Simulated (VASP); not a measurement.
Wanted: the native input for a VASP 6.6.1 run.

```yaml
Task: single point
Functional: PBE
Potentials_or_basis: VASP PAW PBE potentials, release 64 (Be, S, Au)
Cutoff: 520 eV
k_mesh: 8 × 8 × 8
Occupations: gaussian, width 0.1 eV
Spin: no spin polarisation
Dipole_correction: no
Further_INCAR_settings: ALGO = Normal; EDIFF = 1e-06; NBANDS = 26
```

The structure of BeAu2S2 lies in POSCAR:

```
BeAu2S2
1.0
    4.3223305768      0.0000000000      0.0000000000
    0.0000000000      4.3223305768      0.0000000000
    0.0000000000      0.0000000000      4.9105831853
Be S Au
1 2 2
Direct
    0.5000000000      0.5000000000      0.5000000000
    0.0000000000      0.5000000000      0.5000000000
    0.5000000000      0.0000000000      0.5000000000
    0.0000000000      0.5000000000      0.0000000000
    0.5000000000      0.0000000000      0.0000000000
```

The cell was built from a structure type or drawn by symmetry, and may not be a known phase.

These files were run (other wordings do the same):

INCAR

```
  PREC = Accurate
  ENCUT = 520
  EDIFF = 1E-6
  ISMEAR = 0
  SIGMA = 0.1
  LREAL = False
  LASPH = True
  NELM = 80
  ALGO = Normal
  ISIF = 2
  LWAVE = False
  LCHARG = False
  GGA = PE
  NBANDS = 26
```

KPOINTS

```
Automatic mesh
0
Gamma
  8 8 8
```

Potentials or basis: VASP PAW PBE potentials, release 64 (Be, S, Au).

The run is started by

```console
$ cat potpaw_PBE.64/Be/POTCAR potpaw_PBE.64/S/POTCAR potpaw_PBE.64/Au/POTCAR > POTCAR
$ mpirun -np 1 vasp_std > vasp.out
```

It gave:

```yaml
Pressure: -0.1 GPa
Band_gap_on_the_k_mesh: zero (bands 18 and 19 overlap by 2.61 eV)
```

Caveat: spin-orbit coupling is left out, which moves the levels of the heavy elements.

Wall time 56 s on 1 thread of Intel(R) Xeon(R) 6975P-C (Granite Rapids), with other jobs on the host, peak memory 0.3 GiB.
